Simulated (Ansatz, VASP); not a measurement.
# Cl: VASP beside Ansatz

INCAR

```
PREC     = Accurate       # precision mode
ENCUT    = 520            # plane-wave cutoff, eV
EDIFF    = 1E-6           # SCF threshold, eV
ISMEAR   = 0              # smearing method
SIGMA    = 0.1            # smearing width, eV
LREAL    = False          # projectors in reciprocal space
LASPH    = True           # aspherical terms in the spheres
NELM     = 60             # most SCF steps
ALGO     = Normal         # electronic algorithm
ISIF     = 2              # what is computed and relaxed
LWAVE    = False          # write WAVECAR
LCHARG   = True           # write CHGCAR
LDIPOL   = True         
IDIPOL   = 3            
DIPOL    = 0.5 0.5 0.652
GGA      = PE             # functional
IVDW     = 12             # dispersion correction
LELF     = True           # ELF
LVHAR    = True         
LVACPOTAV= True         
NBANDS   = 14             # bands
```

The input KPOINTS:

```
regular mesh
0
Gamma
  4 4 1
```

The input POSCAR:

```
Cl
1.0
    5.7606628207      0.0000000000      0.0000000000
   -2.8803314104      4.9888803454      0.0000000000
    0.0000000000      0.0000000000     22.7035614970
Cl
2
Direct
    0.3865176865      0.6284637461      0.6528121831
    0.0704187799      0.9477744142      0.6521444892
```

Input for Ansatz:

```yaml
crystal:
  lattice:
    - [5.7606628207, 0.0, 0.0]
    - [-2.8803314104, 4.9888803454, 0.0]
    - [0.0, 0.0, 22.703561497]
  atoms:
    - { symbol: Cl, position: [0.3865176865, 0.6284637461, 0.6528121831] }
    - { symbol: Cl, position: [0.0704187799, 0.9477744142, 0.6521444892] }
basis:
  ecutwfc: 420
kpoints:
  mp_grid: { grid: [4, 4, 1] }
hamiltonian:
  xc: pbe
  dispersion: d3bj
scf:
  occupations: { method: gaussian, width: 0.1 }
output:
  forces: true
  eigenvalues: true
  write_density: true
  volumetric_format: npy
efield:
  axis: 3
  dipole_correction: true
  ramp_width: 0.04
```

Alike in both runs: task single point; functional PBE; dispersion D3(BJ); k mesh 4 × 4 × 1; occupations gaussian, width 0.1 eV; no spin polarisation.

|  | VASP | Ansatz |
| --- | --- | --- |
| version | VASP 6.6.1 | Ansatz 0.2.0 |
| potentials or method | VASP PAW PBE potentials, release 64 (Cl), cutoff 520 eV | scalar-relativistic, plane waves, PAW |
| valence electrons in the cell | 14 | 14 |

|  | VASP | Ansatz | Ansatz less VASP |
| --- | --- | --- | --- |
| gap on the k mesh at the Fermi level (eV) | 0.06 | 0.05 | -0.004 |
| rms of the force components (eV/Å) | 0.278 | 0.275 | -0.0034 |

Atom by atom the forces differ by 0.003 eV/Å (rms over components).
